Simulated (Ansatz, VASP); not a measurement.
# Na: VASP beside Ansatz

The input INCAR:

```
  PREC = Accurate
  ENCUT = 520
  EDIFF = 1E-7
  ISMEAR = 0
  SIGMA = 0.15
  LREAL = False
  LASPH = True
  NELM = 80
  ALGO = Fast
  ISIF = 2
  LWAVE = False
  LCHARG = False
  NBANDS = 14
```

KPOINTS

```
regular mesh
0
Gamma
  15 15 8
```

The input POSCAR:

```
Na
1.0
    3.5728208651      0.0000000000      0.0000000000
   -1.7864104326      3.0941536323      0.0000000000
    0.0000000000      0.0000000000      5.8981745703
Na
2
Direct
    0.3333333333      0.6666666667      0.2500000000
    0.6666666667      0.3333333333      0.7500000000
```

Input for Ansatz:

```yaml
crystal:
  lattice:
    - [3.5728208651, 0.0, 0.0]
    - [-1.7864104326, 3.0941536323, 0.0]
    - [0.0, 0.0, 5.8981745703]
  atoms:
    - { symbol: Na, position: [0.3333333333, 0.6666666667, 0.25] }
    - { symbol: Na, position: [0.6666666667, 0.3333333333, 0.75] }
basis:
  ecutwfc: 520.0
kpoints:
  mp_grid: { grid: [15, 15, 8] }
hamiltonian:
  xc: lda
  pseudopotentials: { kind: paw }
scf:
  occupations: { method: gaussian, width: 0.15 }
output:
  forces: true
  stress: true
  eigenvalues: true
```

Change from the starting cell: mode 4 frozen in at +0.000 Å, equal normal strain along x and y -0.0133.

Alike in both runs: task single point; functional LDA; k mesh 15 × 15 × 8; occupations gaussian, width 0.15 eV; no spin polarisation.

|  | VASP | Ansatz |
| --- | --- | --- |
| version | VASP 6.6.1 | Ansatz 0.2.0 |
| potentials or method | VASP PAW LDA potentials, release 64 (Na_pv), cutoff 520 eV | scalar-relativistic, plane waves, PAW |
| valence electrons in the cell | 14 | 18 |

VASP gave:

```
gap on the k mesh at the Fermi level (eV)                     : none
pressure (GPa)                                                : 0.1
traceless stress, the component that is largest in VASP (GPa) : -0.11
```

Q: Which values does Ansatz return?

A: gap on the k mesh at the Fermi level (eV): none; pressure (GPa): 0.2; traceless stress, the component that is largest in VASP (GPa): -0.11.

LDA's correlation is that of Perdew and Zunger in VASP and of Perdew and Wang (1992) in Ansatz. A gap of «none» marks a metal or a gap that the smearing closes. VASP's potentials hold 14 valence electrons a cell and Ansatz's 18, so a difference there can come from the potentials and not from the codes.
